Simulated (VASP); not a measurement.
Write the native input for VASP 6.6.1 that does the following.

```yaml
Task: single point
Functional: PBE
Potentials_or_basis: VASP PAW PBE potentials, release 64 (Cr_pv)
Cutoff: 500 eV
k_mesh: 10 × 10 × 10
Occupations: gaussian, width 0.1 eV
Spin: no spin polarisation
Dipole_correction: no
Further_INCAR_settings: ALGO = Normal; EDIFF = 1e-06; NBANDS = 12
```

The structure of Cr lies in POSCAR:

```
Cr
1.0
   -1.4244740882      1.4244740882      1.4244740882
    1.4244740882     -1.4244740882      1.4244740882
    1.4244740882      1.4244740882     -1.4244740882
Cr
1
Direct
    0.0000000000      0.0000000000      0.0000000000
```

One way to write it, as run:

INCAR

```
SYSTEM = Cr
PREC     = Accurate       ! precision mode
ENCUT    = 500            ! plane-wave cutoff, eV
EDIFF    = 1E-6           ! SCF threshold, eV
ISMEAR   = 0              ! smearing method
SIGMA    = 0.1            ! smearing width, eV
LREAL    = .FALSE.        ! projectors in reciprocal space
LASPH    = .TRUE.         ! aspherical terms in the spheres
NELM     = 120            ! most SCF steps
ALGO     = Normal         ! electronic algorithm
ISIF     = 2              ! what is computed and relaxed
LWAVE    = .FALSE.        ! write WAVECAR
LCHARG   = .FALSE.        ! write CHGCAR
GGA      = PE             ! functional
NBANDS   = 12             ! bands
GGA_COMPAT= .FALSE.
```

KPOINTS

```
regular mesh
0
G
  10 10 10
  0 0 0
```

Potentials or basis: VASP PAW PBE potentials, release 64 (Cr_pv).

The run is started by

```bash
$ cat potpaw_PBE.64/Cr_pv/POTCAR > POTCAR
$ mpirun -np 1 vasp_std > vasp.out
```

Results of the run:

```json
{"Pressure": "-0.5 GPa", "Band gap on the k mesh": "zero (bands 6 and 7 overlap by 3.34 eV)"}
```

Caveat: an empty level that is flat over the whole mesh can mark a ghost state of the potentials, or a narrow d or f band; the run has no spin polarisation, though such a crystal can be magnetic.

Wall time 5.1 s on 1 thread of Intel(R) Xeon(R) 6975P-C (Granite Rapids), on a shared host, peak memory 0.11 GiB.
